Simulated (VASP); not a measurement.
# Ta2S3 (Pm-3m) in VASP: further runs, part 2 of 2

VASP 6.6.1. The steps go on from the part before.

## Step 3: Single point, PBE

This run uses another cell than the first one, of 15.27 Å³/atom.

INCAR

```
SYSTEM = Ta2S3
PREC     = Accurate       ! precision mode
ENCUT    = 500            ! plane-wave cutoff, eV
EDIFF    = 1E-6           ! SCF threshold, eV
ISMEAR   = 0              ! smearing method
SIGMA    = 0.1            ! smearing width, eV
LREAL    = .FALSE.        ! projectors in reciprocal space
LASPH    = .TRUE.         ! aspherical terms in the spheres
NELM     = 120            ! most SCF steps
ALGO     = Normal         ! electronic algorithm
ISIF     = 2              ! what is computed and relaxed
LWAVE    = .FALSE.        ! write WAVECAR
LCHARG   = .FALSE.        ! write CHGCAR
GGA      = PE             ! functional
NBANDS   = 28             ! bands
GGA_COMPAT= .FALSE.
```

KPOINTS

```
Automatic mesh
0
G
  4 4 4
  0 0 0
```

POSCAR

```
Ta2S3
1.0
    4.2427664700      0.0000000000      0.0000000000
    0.0000000000      4.2427664700      0.0000000000
    0.0000000000      0.0000000000      4.2427664700
Ta S
2 3
Direct
    0.5000000000      0.5000000000      0.5000000000
    0.0000000000      0.0000000000      0.0000000000
    0.5000000000      0.0000000000      0.0000000000
    0.0000000000      0.5000000000      0.0000000000
    0.0000000000      0.0000000000      0.5000000000
```

Potentials or basis: VASP PAW PBE potentials, release 64 (Ta_pv, S).

Command:

```console
> cat potpaw_PBE.64/Ta_pv/POTCAR potpaw_PBE.64/S/POTCAR > POTCAR
> mpirun -np 1 vasp_std > vasp.out
```

OUTCAR:

```text
SYSTEM = Ta2S3
   PREC = Accurate
   ENCUT = 500
   EDIFF = 1E-6
   ISMEAR = 0
   LREAL = .FALSE.
   LASPH = .TRUE.
   NELM = 120
   ISIF = 2
   GGA = PE

 ion  position               nearest neighbor table
   1  0.500  0.500  0.500-   3 3.00   4 3.00   5 3.00   3 3.00   4 3.00   3 3.00   5 3.00   3 3.00
                             4 3.00   5 3.00   4 3.00   5 3.00
   2  0.000  0.000  0.000-   3 2.12   4 2.12   5 2.12   5 2.12   4 2.12   3 2.12
   3  0.500  0.000  0.000-   2 2.12   2 2.12   1 3.00   1 3.00   1 3.00   1 3.00
   4  0.000  0.500  0.000-   2 2.12   2 2.12   1 3.00   1 3.00   1 3.00   1 3.00
   5  0.000  0.000  0.500-   2 2.12   2 2.12   1 3.00   1 3.00   1 3.00   1 3.00

  LATTYP: Found a simple cubic cell.
 ALAT       =     4.2427664700

  Lattice vectors:

 A1 = (   4.2427664700,   0.0000000000,   0.0000000000)
 A2 = (   0.0000000000,   4.2427664700,   0.0000000000)
 A3 = (   0.0000000000,   0.0000000000,   4.2427664700)

Analysis of symmetry for initial positions (statically):
=====================================================================
 Subroutine PRICEL returns:
 Original cell was already a primitive cell.

 Routine SETGRP: Setting up the symmetry group for a
 simple cubic supercell.

 Subroutine GETGRP returns: Found 48 space group operations
 (whereof 48 operations were pure point group operations)
 out of a pool of 48 trial point group operations.

The static configuration has the point symmetry O_h .

Analysis of symmetry for dynamics (positions and initial velocities):
=====================================================================
 Subroutine PRICEL returns:
 Original cell was already a primitive cell.

 Routine SETGRP: Setting up the symmetry group for a
 simple cubic supercell.

 Subroutine GETGRP returns: Found 48 space group operations
 (whereof 48 operations were pure point group operations)
 out of a pool of 48 trial point group operations.

The dynamic configuration has the point symmetry O_h .

 Subroutine INISYM returns: Found 48 space group operations
 (whereof 48 operations are pure point group operations),
 and found     1 'primitive' translations

----------------------------------------------------------------------------------------

                                     Primitive cell

  volume of cell :      76.3743

  direct lattice vectors                    reciprocal lattice vectors
     4.242766470  0.000000000  0.000000000     0.235695273  0.000000000  0.000000000
     0.000000000  4.242766470  0.000000000     0.000000000  0.235695273  0.000000000
     0.000000000  0.000000000  4.242766470     0.000000000  0.000000000  0.235695273

  length of vectors
     4.242766470  4.242766470  4.242766470     0.235695273  0.235695273  0.235695273

  position of ions in fractional coordinates (direct lattice)
     0.500000000  0.500000000  0.500000000
     0.000000000  0.000000000  0.000000000
     0.500000000  0.000000000  0.000000000
     0.000000000  0.500000000  0.000000000
     0.000000000  0.000000000  0.500000000

  ion indices of the primitive-cell ions
   primitive index   ion index
                 1           1
                 2           2
                 3           3
                 4           4
[... 29 lines left out ...]
            Coordinates               Weight
  0.000000  0.000000  0.000000      1.000000
  0.250000  0.000000  0.000000      6.000000
  0.500000  0.000000  0.000000      3.000000
  0.250000  0.250000  0.000000     12.000000
  0.500000  0.250000  0.000000     12.000000
  0.500000  0.500000  0.000000      3.000000
  0.250000  0.250000  0.250000      8.000000
  0.500000  0.250000  0.250000     12.000000
  0.500000  0.500000  0.250000      6.000000
  0.500000  0.500000  0.500000      1.000000
   k-points           NKPTS =     10   k-points in BZ     NKDIM =     10   number of bands    NBANDS=     28
   number of dos      NEDOS =    301   number of ions     NIONS =      5
   total plane-waves  NPLWV =  32768
   dimension x,y,z NGX =    32 NGY =   32 NGZ =   32
   dimension x,y,z NGXF=    64 NGYF=   64 NGZF=   64
   ions per type =               2   3
   NGX,Y,Z   is equivalent  to a cutoff of  12.54, 12.54, 12.54 a.u.
   NGXF,Y,Z  is equivalent  to a cutoff of  25.08, 25.08, 25.08 a.u.
 SYSTEM =  Ta2S3
   PREC   = accura    normal or accurate (medium, high low for compatibility)
   ISTART =      0    job   : 0-new  1-cont  2-samecut
   ICHARG =      2    charge: 1-file 2-atom 10-const
   ISPIN  =      1    spin polarized calculation?
   LNONCOLLINEAR =      F non collinear calculations
   LSORBIT =      F    spin-orbit coupling
   LASPH  =      T    aspherical Exc in radial PAW
   ENCUT  =  500.0 eV  36.75 Ry    6.06 a.u.   7.74  7.74  7.74*2*pi/ulx,y,z
   NELM   =    120;   NELMIN=  2; NELMDL= -5     # of ELM steps
   EDIFF  = 0.1E-05   stopping-criterion for ELM
   LREAL  =      F    real-space projection
   EDIFFG = 0.1E-04   stopping-criterion for IOM
   NSW    =      0    number of steps for IOM
   IBRION =     -1    ionic relax: 0-MD 1-quasi-New 2-CG
   NFREE  =      0    steps in history (QN), initial steepest desc. (CG)
   ISIF   =      2    stress and relaxation
   ISYM   =      2    0-nonsym 1-usesym 2-fastsym
   POTIM  = 0.5000    time-step for ionic-motion
   TEBEG  =    0.0;   TEEND  =   0.0 temperature during run
   PSTRESS=    0.0 pullay stress
   NELECT =      40.0000    total number of electrons
   NUPDOWN=      -1.0000    fix difference up-down
   EMIN   =  10.00;   EMAX   =-10.00  energy-range for DOS
   EFERMI =   0.00;   METHOD = LEGACY
   ISMEAR =     0;   SIGMA  =   0.10  broadening in eV -4-tet -1-fermi 0-gaus
   EFERMI_NEDOS =   21; number of points for ismear=-14 and -15
   IALGO  =     38    algorithm
   IMIX   =      4    mixing-type and parameters
     AMIX     =   0.40;   BMIX     =  1.00
     AMIX_MAG =   1.60;   BMIX_MAG =  1.00
  volume/ion in A,a.u.               =      15.27       103.08
  Fermi-wavevector in a.u.,A,eV,Ry     =   1.319610  2.493702 23.692796  1.741371
  Thomas-Fermi vector in A             =   2.449496
   LORBIT       =      0    0 simple, 1 ext, 2 COOP (PROOUT), +10 PAW based schemes
   GGA     = PE    functional components
   LHFCALC =     F    Hartree Fock is set to
   AEXX    =    0.0000 exact exchange contribution
   IVDW    =     0    specifies the selected vdW correction
   LEPSILON=     F    determine dielectric tensor
   LRPA    =     F    only Hartree local field effects (RPA)
 non-spin polarized calculation
 Gauss-broadening in eV      SIGMA  =   0.10
  energy-cutoff  :      500.00
  volume of cell :       76.37
 maximum number of plane-waves:      1956
 NGX is ok and might be reduce to    32
   NGX = 15   NGY = 15   NGZ = 15

 number of electron      40.0000001 magnetization

 Free energy of the ion-electron system (eV)
  ---------------------------------------------------
  ext. energy  EPLUGINS =         0.00000000
  ---------------------------------------------------
  free energy    TOTEN  =       -29.25690284 eV

  energy without entropy =      -29.20967914  energy(sigma->0) =      -29.23329099

 E-fermi :   8.9606     XC(G=0): -11.9875

 val. band max:        8.9431240673   @ k =   0.2500   0.0000   0.0000
 cond. band min:       9.0101231217   @ k =   0.5000   0.2500   0.0000
 fundamental gap:      0.0669990543
 Fermi energy:         8.9606416369

 k-point     1 :       0.0000    0.0000    0.0000
  band No.  band energies     occupation
      1     -27.0274      2.00000
      2     -27.0274      2.00000
      3     -27.0274      2.00000
      4     -26.2337      2.00000
      5     -26.2337      2.00000
      6     -26.2337      2.00000
[... 299 lines left out ...]
     27      12.1566      0.00000
     28      16.4743      0.00000

------------------------ aborting loop because EDIFF is reached ----------------------------------------

  FORCE on cell =-STRESS in cart. coord.  units (eV):
  Direction    XX          YY          ZZ          XY          YZ          ZX
  --------------------------------------------------------------------------------------
  -------------------------------------------------------------------------------------
  Total       29.4638978     29.4638978     29.4638978     -0.0000000     -0.0000000     -0.0000000
  in kB      618.0923916    618.0923916    618.0923916     -0.0000000     -0.0000000     -0.0000000
  external PRESSURE =     618.0923916 kB  Pullay stress =       0.0000000 kB

 VOLUME and BASIS-vectors are now :
 -----------------------------------------------------------------------------
  energy-cutoff  :      500.00
  volume of cell :       76.37
      direct lattice vectors                 reciprocal lattice vectors
     4.242766470  0.000000000  0.000000000     0.235695273  0.000000000  0.000000000
     0.000000000  4.242766470  0.000000000     0.000000000  0.235695273  0.000000000
     0.000000000  0.000000000  4.242766470     0.000000000  0.000000000  0.235695273

 POSITION                                       TOTAL-FORCE (eV/Angst)
 -----------------------------------------------------------------------------------
      2.12138      2.12138      2.12138         0.000000      0.000000      0.000000
      0.00000      0.00000      0.00000         0.000000      0.000000      0.000000
      2.12138      0.00000      0.00000         0.000000      0.000000      0.000000
      0.00000      2.12138      0.00000         0.000000      0.000000      0.000000
      0.00000      0.00000      2.12138         0.000000      0.000000      0.000000
 -----------------------------------------------------------------------------------
    total drift:                                0.000000      0.000000     -0.000000

  FREE ENERGIE OF THE ION-ELECTRON SYSTEM (eV)
  ---------------------------------------------------
  free  energy   TOTEN  =       -29.2569028363 eV

  energy  without entropy=      -29.2096791432  energy(sigma->0) =      -29.23329099
```

Run time: 40 s. Hardware: 1 thread of Intel Xeon 8259CL, shared host; peak memory 0.18 GiB.

Results:

```
Free energy            : -29.2569 eV
Pressure               : 61.8 GPa
Band gap on the k mesh : zero (bands 20 and 21 overlap by 1.48 eV)
```

Levels at points of the mesh, in eV from the Fermi level:
| k point | band 15 | band 16 | band 17 | band 18 | band 19 | band 20 | band 21 | band 22 | band 23 | band 24 |
| --- | --- | --- | --- | --- | --- | --- | --- | --- | --- | --- |
| (0.00, 0.00, 0.00) | -3.34 | -3.10 | -3.10 | -3.10 | -1.61 | -1.61 | -1.14 | -1.14 | -1.14 | -1.02 |
| (0.50, 0.00, 0.00) | -5.82 | -5.40 | -2.44 | -1.82 | -1.82 | -0.68 | 0.17 | 1.79 | 2.14 | 2.14 |
| (0.50, 0.50, 0.00) | -4.68 | -4.68 | -3.34 | -1.70 | -0.49 | 0.20 | 1.06 | 1.06 | 1.47 | 1.76 |
| (0.50, 0.50, 0.50) | -7.45 | -2.01 | -0.89 | -0.89 | -0.89 | 0.13 | 0.13 | 0.13 | 0.36 | 0.36 |

Caveat: the k points lie up to 0.37 Å⁻¹ apart, too coarse for converged energies and pressures of a metal; spin-orbit coupling is left out, which moves the levels of the heavy elements.
